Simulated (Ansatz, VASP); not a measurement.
**Two plane-wave programs on KRe3Pt2**

Contents of INCAR:

```
SYSTEM = KRe3Pt2
ALGO = Normal
EDIFF = 1E-6
ENCUT = 520
GGA = PE
ISIF = 2
ISMEAR = 0
LASPH = .True.
LCHARG = .False.
LREAL = .False.
LWAVE = .False.
NBANDS = 34
NELM = 100
PREC = Accurate
SIGMA = 0.1
```

The input KPOINTS:

```
k-points
0
Gamma
  3 3 6
  0 0 0
```

Contents of POSCAR:

```
KRe3Pt2
1.0
    6.1169808000      0.0000000000      0.0000000000
   -3.0584904000      5.2974607600      0.0000000000
    0.0000000000      0.0000000000      3.5400279500
K Re Pt
1 3 2
Direct
    0.0000000000      0.0000000000      0.0000000000
    0.5000000000      0.0000000000      0.5000000000
    0.5000000000      0.5000000000      0.5000000000
    0.0000000000      0.5000000000      0.5000000000
    0.3333333300      0.6666666700      0.9300537000
    0.6666666700      0.3333333300      0.0699463000
```

Input for Ansatz:

```yaml
crystal:
  lattice:
    - [6.1169808, 0.0, 0.0]
    - [-3.0584904, 5.29746076, 0.0]
    - [0.0, 0.0, 3.54002795]
  atoms:
    - { symbol: K, position: [0.0, 0.0, 0.0] }
    - { symbol: Re, position: [0.5, 0.0, 0.5] }
    - { symbol: Re, position: [0.5, 0.5, 0.5] }
    - { symbol: Re, position: [0.0, 0.5, 0.5] }
    - { symbol: Pt, position: [0.33333333, 0.66666667, 0.9300537] }
    - { symbol: Pt, position: [0.66666667, 0.33333333, 0.0699463] }
basis:
  ecutwfc: 420
kpoints:
  mp_grid: { grid: [3, 3, 6] }
hamiltonian:
  xc: pbe
scf:
  occupations: { method: gaussian, width: 0.1 }
  lower_state_search: "off"
output:
  forces: true
  stress: true
  eigenvalues: true
```

Alike in both runs: task single point; functional PBE; k mesh 3 × 3 × 6; occupations gaussian, width 0.1 eV; no spin polarisation.

|  | VASP | Ansatz |
| --- | --- | --- |
| version | VASP 6.6.1 | Ansatz 0.2.0 |
| potentials or method | VASP PAW PBE potentials, release 64 (K_sv, Re, Pt), cutoff 520 eV | scalar-relativistic, plane waves, PAW |
| valence electrons in the cell | 50 | 90 |

|  | VASP | Ansatz | Ansatz less VASP |
| --- | --- | --- | --- |
| gap on the k mesh at the Fermi level (eV) | none | none | - |
| pressure (GPa) | 22.4 | 23.4 | +0.99 |
| traceless stress, the component that is largest in VASP (GPa) | 10.11 | 10.52 | +0.411 |
| rms of the force components (eV/Å) | 1.905 | 1.990 | +0.0849 |

Atom by atom the forces differ by 0.085 eV/Å (rms over components). A gap of «none» marks a metal or a gap that the smearing closes. VASP's potentials hold 50 valence electrons a cell and Ansatz's 90, so a difference there can come from the potentials and not from the codes.

The k mesh is coarse, so the values compare programs but aren't converged. Spin-orbit coupling is off throughout.
